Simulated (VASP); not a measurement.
A run of VASP 6.6.1:

Contents of INCAR:

```
PREC = Accurate ; ENCUT = 520
EDIFF = 1E-7 ; ISMEAR = 0
SIGMA = 0.05 ; LREAL = False
LASPH = True ; NELM = 60
ALGO = Normal ; ISIF = 2
LWAVE = False ; LCHARG = False
GGA = PE ; NBANDS = 11
```

The input KPOINTS:

```
regular mesh
0
Gamma
  12 12 12
```

The input POSCAR:

```
BP
1.0
    0.0000000000      2.6193691626      1.7025899557
    2.6193691626      0.0000000000      1.7025899557
    2.6193691626      2.6193691626      0.0000000000
B P
1 1
Direct
    0.0000000000      0.0000000000      0.0000000000
    0.7500000000      0.7500000000      0.7500000000
```

Potentials or basis: VASP PAW PBE potentials, release 64 (B, P).

Command:

```console
$ cat potpaw_PBE.64/B/POTCAR potpaw_PBE.64/P/POTCAR > POTCAR
$ mpirun -np 1 vasp_std > vasp.out
```

Hardware: 1 thread of AMD EPYC 9R45 96-Core Processor (Zen 5) (shared host).

Question: Estimate the wall time of this run.

Answer: Wall time 21 s on 1 thread of AMD EPYC 9R45 96-Core Processor (Zen 5) (shared host), peak memory 0.13 GiB. Counts: scf iterations 13, k points 163.
